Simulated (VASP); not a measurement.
Crystal: Si2BiTe2.

```
CELL_PARAMETERS angstrom
4.38145 0.00000 0.00000
-2.19073 3.79445 0.00000
0.00000 0.00000 8.41085
ATOMIC_POSITIONS crystal
Si 0.33333 0.66667 0.00000
Si 0.66667 0.33333 0.00000
Bi 0.00000 0.00000 0.00000
Te 0.33333 0.66667 0.50000
Te 0.66667 0.33333 0.50000
```

| Quantity | Value |
| --- | --- |
| Program | VASP 6.6.1 |
| Task | relaxation of cell and atoms |
| Functional | PBE |
| Potentials or basis | VASP PAW PBE potentials, release 64 (Si, Bi_d, Te) |
| Cutoff | 600 eV |
| k mesh | 6 × 6 × 2 |
| Occupations | gaussian, width 0.1 eV |
| Spin | no spin polarisation |

At the start: pressure 27.7 GPa; volume 27.97 Å³/atom.

**Question.** Where does the relaxation end?

**Answer.** Over 14 steps the energy falls by 1173.8 meV/atom and the volume is 27.05 Å³/atom (-3.3 %); space group P6/mmm (No. 191, to 0.05 Å).

Step by step:
| step | energy change (eV) | largest force (eV/Å) | pressure (GPa) | volume (Å³) |
| --- | --- | --- | --- | --- |
| 1 | 0.0000 | 0.0000 | 27.66 | 139.83 |
| 2 | -2.2053 | 0.0000 | -6.51 | 254.03 |
| 3 | -4.6410 | 0.0000 | -0.93 | 190.16 |
| 4 | -4.6419 | 0.0000 | -0.67 | 189.08 |
| 5 | -4.6964 | 0.0000 | -0.73 | 185.27 |
| 6 | -4.8961 | 0.0000 | -0.90 | 173.79 |
| 7 | -5.5369 | 0.0000 | -1.30 | 150.65 |
| 8 | -1.9822 | 0.0000 | 30.92 | 103.59 |
| 9 | -5.7076 | 0.0000 | -1.28 | 145.40 |
| 10 | -5.6189 | 0.0000 | 3.64 | 124.59 |
| 11 | -5.8637 | 0.0000 | -0.47 | 137.51 |
| 12 | -5.8683 | 0.0000 | -0.21 | 135.81 |
| 13 | -5.8601 | 0.0000 | 1.01 | 132.96 |
| 14 | -5.8688 | 0.0000 | 0.03 | 135.24 |

Final structure:
```xyz
5
Lattice="5.1271 0.0000 0.0000 -2.5635 4.4402 0.0000 0.0000 0.0000 5.9406" Properties=species:S:1:pos:R:3 pbc="T T T"
Si    0.0000    2.9601    0.0000
Si    2.5635    1.4801    0.0000
Bi    5.1271    0.0000    0.0000
Te    0.0000    2.9601    2.9703
Te    2.5635    1.4801    2.9703
```

Caveat: the k points lie up to 0.53 Å⁻¹ apart in the final cell.
